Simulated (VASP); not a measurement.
Here is a VASP 6.6.1 calculation.

INCAR

```
SYSTEM = SiO2
PREC = Accurate
ENCUT = 520
EDIFF = 1E-6
ISMEAR = 0
SIGMA = 0.05
LREAL = .False.
LASPH = .True.
NELM = 60
ALGO = Normal
ISIF = 2
LWAVE = .False.
LCHARG = .True.
GGA = PE
LELF = .True.
LVHAR = .True.
NBANDS = 25
```

Contents of KPOINTS:

```
regular mesh
0
Gamma
  6 6 8
  0 0 0
```

The input POSCAR:

```
SiO2
1.0
    4.4055611957      0.0000000000      0.0000000000
    0.0000000000      4.4055611957      0.0000000000
    0.0000000000      0.0000000000      2.9057163548
Si O
2 4
Direct
    0.5000000000      0.5000000000      0.5000000000
    0.0000000000      0.0000000000      0.0000000000
    0.6930152167      0.6930152167      0.0000000000
    0.1930152167      0.8069847833      0.5000000000
    0.3069847833      0.3069847833      0.0000000000
    0.8069847833      0.1930152167      0.5000000000
```

Potentials or basis: VASP PAW PBE potentials, release 64 (Si, O).

Launch:

```bash
$ cat potpaw_PBE.64/Si/POTCAR potpaw_PBE.64/O/POTCAR > POTCAR
$ mpirun -np 1 vasp_std > vasp.out
```

Question: Predict the band gap on the k mesh.

Answer: 2.41 eV, direct.

Question: Estimate the pressure.

Answer: -34.2 GPa.

Forces on the atoms (eV/Å):
```
Si   0.000  0.000  0.000
Si   0.000  0.000  0.000
O   -0.315 -0.315  0.000
O   -0.315  0.315  0.000
O    0.315  0.315  0.000
O    0.315 -0.315  0.000
```

Caveat: the cell differs from its parent crystal (strain +0.040 along x and y, +0.080 along z).
